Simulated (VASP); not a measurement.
Wanted: the native input for a VASP 6.6.1 run.

* Task: dielectric tensor
* Functional: r2SCAN
* Potentials or basis: VASP PAW PBE potentials, release 64 (Mg, Te)
* Cutoff: 580 eV
* k mesh: 6 × 6 × 4
* Occupations: gaussian, width 0.01 eV
* Spin: no spin polarisation
* Dipole correction: no
* Further INCAR settings: ALGO = Normal; EDIFF = 1e-08

The structure of MgTe lies in POSCAR:

```
MgTe
1.0
    4.5776356459      0.0000000000      0.0000000000
   -2.2888178230      3.9643487586      0.0000000000
    0.0000000000      0.0000000000      7.4550892595
Mg Te
2 2
Direct
    0.3333333333      0.6666666667     -0.0006080519
    0.6666666667      0.3333333333      0.4993919481
    0.3333333333      0.6666666667      0.3756080519
    0.6666666667      0.3333333333      0.8756080519
```

One way to write it, as run:

INCAR

```
PREC = Accurate ; ENCUT = 580
EDIFF = 1E-8 ; ISMEAR = 0
SIGMA = 0.01 ; LREAL = False
LASPH = True ; NELM = 120
ALGO = Normal ; ISIF = 2
LWAVE = False ; LCHARG = False
METAGGA = R2SCAN ; LMIXTAU = True
LCALCEPS = True ; GGA_COMPAT = False
```

KPOINTS

```
Automatic mesh
0
Gamma
  6 6 4
```

Potentials or basis: VASP PAW PBE potentials, release 64 (Mg, Te).

The run is started by

```sh
$ cat potpaw_PBE.64/Mg/POTCAR potpaw_PBE.64/Te/POTCAR > POTCAR
$ mpirun -np 1 vasp_std > vasp.out
```

Results of the run:

```json
{
 "Band gap on the k mesh": "3.14 eV",
 "Electronic dielectric tensor (diagonal)": "4.88, 4.88, 4.99",
 "Born charges (mean of the diagonal)": "Mg +1.92; Te -1.92 e"
}
```

Caveat: the structure was generated, so it needn't be the stable form of MgTe; spin-orbit coupling is left out, which moves the levels of the heavy elements.

Wall time 30 min on 1 thread of Intel(R) Xeon(R) 6975P-C (Granite Rapids), on a shared host, peak memory 0.8 GiB.
